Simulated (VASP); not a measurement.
# Te (P6_3/mmc) in VASP: single point with PBE

Aim: the single point of Te with PBE.

Everything below comes from runs of VASP 6.6.1. Logs are shortened: lines on timing, memory, paths and dates and some standing lists are left out, and cuts for length are marked.

### 1 The cell of the first run

It takes space group P6_3/mmc (No. 194, hexagonal). Conventional cell: a = 4.058 Å, b = 4.058 Å, c = 4.413 Å, α = 90.00°, β = 90.00°, γ = 120.00°. Within 4.2 Å of Te (site symmetry -6m2) lie 12 Te at 3.22 to 4.06 Å.

### 2 Single point, PBE

The input, INCAR:

```
ALGO = Normal ; EDIFF = 1E-6
ENCUT = 520 ; GGA = PE
ISIF = 2 ; ISMEAR = -1
LASPH = T ; LCHARG = T
LELF = T ; LREAL = F
LVHAR = T ; LWAVE = F
NBANDS = 13 ; NELM = 60
PREC = Accurate ; SIGMA = 0.1
```

The input, KPOINTS:

```
k-points
0
Gamma
  5 5 4
```

The input, POSCAR:

```
Te
1.0
    4.0579774191      0.0000000000      0.0000000000
   -2.0289887095      3.5143115330      0.0000000000
    0.0000000000      0.0000000000      4.4134404418
Te
2
Direct
    0.3333333333      0.6666666667      0.2500000000
    0.6666666667      0.3333333333      0.7500000000
```

Potentials or basis: VASP PAW PBE potentials, release 64 (Te).

The run is started by

```bash
> cat potpaw_PBE.64/Te/POTCAR > POTCAR
> mpirun -np 1 vasp_std > vasp.out
```

OUTCAR:

```text
EDIFF = 1E-6
   ENCUT = 520
   GGA = PE
   ISIF = 2
   ISMEAR = -1
   LASPH = T
   LREAL = F
   NELM = 60
   PREC = Accurate

 ion  position               nearest neighbor table
   1  0.333  0.667  0.250-   2 3.22   2 3.22   2 3.22   2 3.22   2 3.22   2 3.22
   2  0.667  0.333  0.750-   1 3.22   1 3.22   1 3.22   1 3.22   1 3.22   1 3.22

  LATTYP: Found a hexagonal cell.
 ALAT       =     4.0579774191
 C/A-ratio  =     1.0875961066

  Lattice vectors:

 A1 = (   4.0579774191,   0.0000000000,   0.0000000000)
 A2 = (  -2.0289887095,   3.5143115330,   0.0000000000)
 A3 = (   0.0000000000,   0.0000000000,   4.4134404418)

Analysis of symmetry for initial positions (statically):
=====================================================================
 Subroutine PRICEL returns:
 Original cell was already a primitive cell.

 Routine SETGRP: Setting up the symmetry group for a
 hexagonal supercell.

 Subroutine GETGRP returns: Found 24 space group operations
 (whereof 12 operations were pure point group operations)
 out of a pool of 24 trial point group operations.

The static configuration has the point symmetry D_3d.
 The point group associated with its full space group is D_6h.

Analysis of symmetry for dynamics (positions and initial velocities):
=====================================================================
 Subroutine PRICEL returns:
 Original cell was already a primitive cell.

 Routine SETGRP: Setting up the symmetry group for a
 hexagonal supercell.

 Subroutine GETGRP returns: Found 24 space group operations
 (whereof 12 operations were pure point group operations)
 out of a pool of 24 trial point group operations.

The dynamic configuration has the point symmetry D_3d.
 The point group associated with its full space group is D_6h.

 Subroutine INISYM returns: Found 24 space group operations
 (whereof 12 operations are pure point group operations),
 and found     1 'primitive' translations

----------------------------------------------------------------------------------------

                                     Primitive cell

  volume of cell :      62.9401

  direct lattice vectors                    reciprocal lattice vectors
     4.057977419  0.000000000  0.000000000     0.246428182  0.142275377  0.000000000
    -2.028988710  3.514311533  0.000000000     0.000000000  0.284550755  0.000000000
     0.000000000  0.000000000  4.413440442     0.000000000  0.000000000  0.226580604

[... 80 lines left out ...]
   ISYM   =      2    0-nonsym 1-usesym 2-fastsym
   POTIM  = 0.5000    time-step for ionic-motion
   TEBEG  =    0.0;   TEEND  =   0.0 temperature during run
   PSTRESS=    0.0 pullay stress
   NELECT =      12.0000    total number of electrons
   NUPDOWN=      -1.0000    fix difference up-down
   EMIN   =  10.00;   EMAX   =-10.00  energy-range for DOS
   EFERMI =   0.00;   METHOD = LEGACY
   ISMEAR =    -1;   SIGMA  =   0.10  broadening in eV -4-tet -1-fermi 0-gaus
   EFERMI_NEDOS =   21; number of points for ismear=-14 and -15
   IALGO  =     38    algorithm
   IMIX   =      4    mixing-type and parameters
     AMIX     =   0.40;   BMIX     =  1.00
     AMIX_MAG =   1.60;   BMIX_MAG =  1.00
  volume/ion in A,a.u.               =      31.47       212.37
  Fermi-wavevector in a.u.,A,eV,Ry     =   0.942236  1.780567 12.079361  0.887808
  Thomas-Fermi vector in A             =   2.069825
   LORBIT       =      0    0 simple, 1 ext, 2 COOP (PROOUT), +10 PAW based schemes
   GGA     = PE    functional components
   LHFCALC =     F    Hartree Fock is set to
   AEXX    =    0.0000 exact exchange contribution
   IVDW    =     0    specifies the selected vdW correction
   LEPSILON=     F    determine dielectric tensor
   LRPA    =     F    only Hartree local field effects (RPA)
 non-spin polarized calculation
  energy-cutoff  :      520.00
  volume of cell :       62.94
 maximum number of plane-waves:      1714
 NGX is ok and might be reduce to    30
   NGX = 15   NGY = 15   NGZ = 17

 number of electron      11.9999997 magnetization

 Free energy of the ion-electron system (eV)
  ---------------------------------------------------
  ext. energy  EPLUGINS =         0.00000000
  ---------------------------------------------------
  free energy    TOTEN  =        -5.90976365 eV

  energy without entropy =       -5.85341793  energy(sigma->0) =       -5.88159079

 E-fermi :   6.6637     XC(G=0):  -9.5166

 val. band max:        6.6521802176   @ k =   0.2000   0.2000   0.2500
 cond. band min:       6.7402631569   @ k =   0.2000   0.2000   0.2500
 fundamental gap:      0.0880829392
 Fermi energy:         6.6637371284

 k-point     1 :       0.0000    0.0000    0.0000
  band No.  band energies     occupation
      1      -6.8857      2.00000
      2      -1.9257      2.00000
      3       2.2675      2.00000
      4       4.9298      2.00000
      5       4.9298      2.00000
      6       7.6285      0.00013
      7       7.6285      0.00013
      8       9.9364      0.00000
      9      10.0152      0.00000
     10      12.6303      0.00000
     11      14.6167      0.00000
     12      14.6167      0.00000
     13      15.8691      0.00000
[... 210 lines left out ...]
  band No.  band energies     occupation
      1      -4.0952      2.00000
      2      -4.0952      2.00000
      3       1.4340      2.00000
      4       1.4340      2.00000
      5       4.0692      2.00000
      6       4.0692      2.00000
      7       9.3048      0.00000
      8       9.3048      0.00000
      9      14.2292      0.00000
     10      14.2292      0.00000
     11      17.1116      0.00000
     12      17.1116      0.00000
     13      17.3717      0.00000

------------------------ aborting loop because EDIFF is reached ----------------------------------------

  FORCE on cell =-STRESS in cart. coord.  units (eV):
  Direction    XX          YY          ZZ          XY          YZ          ZX
  --------------------------------------------------------------------------------------
  -------------------------------------------------------------------------------------
  Total       -0.1176720     -0.1176720      0.2333391     -0.0000000      0.0000000      0.0000000
  in kB       -2.9954119     -2.9954119      5.9397882     -0.0000000      0.0000000      0.0000000
  external PRESSURE =      -0.0170119 kB  Pullay stress =       0.0000000 kB

 VOLUME and BASIS-vectors are now :
 -----------------------------------------------------------------------------
  energy-cutoff  :      520.00
  volume of cell :       62.94
      direct lattice vectors                 reciprocal lattice vectors
     4.057977419  0.000000000  0.000000000     0.246428182  0.142275377  0.000000000
    -2.028988710  3.514311533  0.000000000     0.000000000  0.284550755  0.000000000
     0.000000000  0.000000000  4.413440442     0.000000000  0.000000000  0.226580604

 POSITION                                       TOTAL-FORCE (eV/Angst)
 -----------------------------------------------------------------------------------
     -0.00000      2.34287      1.10336         0.000000     -0.000000      0.000000
      2.02899      1.17144      3.31008        -0.000000      0.000000      0.000000
 -----------------------------------------------------------------------------------
    total drift:                               -0.000000      0.000000      0.000000

  FREE ENERGIE OF THE ION-ELECTRON SYSTEM (eV)
  ---------------------------------------------------
  free  energy   TOTEN  =        -5.9097636546 eV

  energy  without entropy=       -5.8534179330  energy(sigma->0) =       -5.88159079
```

OSZICAR:

```text
N       E                     dE             d eps       ncg     rms          rms(c)
DAV:   1     0.435141151110E+02    0.43514E+02   -0.44736E+03   390   0.745E+02
DAV:   2    -0.334309472938E+01   -0.46857E+02   -0.44966E+02   548   0.113E+02
DAV:   3    -0.587038487974E+01   -0.25273E+01   -0.25067E+01   475   0.283E+01
DAV:   4    -0.590519195622E+01   -0.34807E-01   -0.34803E-01   465   0.400E+00
DAV:   5    -0.590608176329E+01   -0.88981E-03   -0.88980E-03   485   0.646E-01    0.957E+00
DAV:   6    -0.590785807650E+01   -0.17763E-02   -0.32780E-03   465   0.341E-01    0.592E+00
DAV:   7    -0.590977870832E+01   -0.19206E-02   -0.64155E-03   455   0.482E-01    0.192E-01
DAV:   8    -0.590976106601E+01    0.17642E-04   -0.19144E-04   460   0.845E-02    0.115E-01
DAV:   9    -0.590976541101E+01   -0.43450E-05   -0.16297E-05   485   0.260E-02    0.230E-02
DAV:  10    -0.590976437673E+01    0.10343E-05   -0.11058E-06   368   0.651E-03    0.101E-02
DAV:  11    -0.590976365455E+01    0.72218E-06   -0.22164E-07   315   0.324E-03
   1 F= -.59097637E+01 E0= -.58815908E+01  d E =-.563457E-01
```

It took 11 s on 1 thread of Intel Xeon Platinum 8375C at 2.90GHz (Ice Lake), shared host; peak memory 0.17 GiB.

What came out:

- Free energy: -5.9098 eV
- Pressure: 0.0 GPa
- Band gap on the k mesh: zero (band 6 reaches 7.63 eV, above the bottom of band 7 at 5.77 eV)

Stress tensor (GPa, compression positive):
```
-0.30  0.00  0.00
 0.00 -0.30  0.00
 0.00  0.00  0.59
```

Caveat: spin-orbit coupling is left out, which moves the levels of the heavy elements.
